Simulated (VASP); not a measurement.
Pd, 2 atoms in the cell. Symmetry: P6_3/mmc, No. 194, hexagonal system. Conventional cell: a = 2.750 Å, b = 2.750 Å, c = 4.491 Å, α = 90.00°, β = 90.00°, γ = 120.00°. Within 3.6 Å of Pd (site symmetry -6m2) lie 12 Pd at 2.75 Å. This isn't the form of Pd at room conditions, which is fcc.

* Program: VASP 6.6.1
* Task: relaxation of cell and atoms
* Functional: LDA
* Potentials or basis: VASP PAW LDA potentials, release 64 (Pd)
* Cutoff: 600 eV
* k mesh: 8 × 8 × 5
* Occupations: gaussian, width 0.05 eV
* Spin: no spin polarisation
* Target pressure: 20 GPa
* Dipole correction: no
* Further INCAR settings: ALGO = Normal; EDIFF = 1e-06; IBRION = 2; EDIFFG = -0.01; NSW = 60; ISIF = 3

Potentials or basis: VASP PAW LDA potentials, release 64 (Pd).

Command:

```console
$ cat potpaw_LDA.64/Pd/POTCAR > POTCAR
$ mpirun -np 1 vasp_std > vasp.out
```

Hardware: 1 thread of Intel(R) Xeon(R) Platinum 8559C (Emerald Rapids), on a shared host.

Q: How long does it take, and how much memory?

A: Run time: 52 s on 1 thread of Intel(R) Xeon(R) Platinum 8559C (Emerald Rapids), with other jobs on the host, peak memory 0.15 GiB. Counts: scf iterations 64, k points 30, ion steps 10.
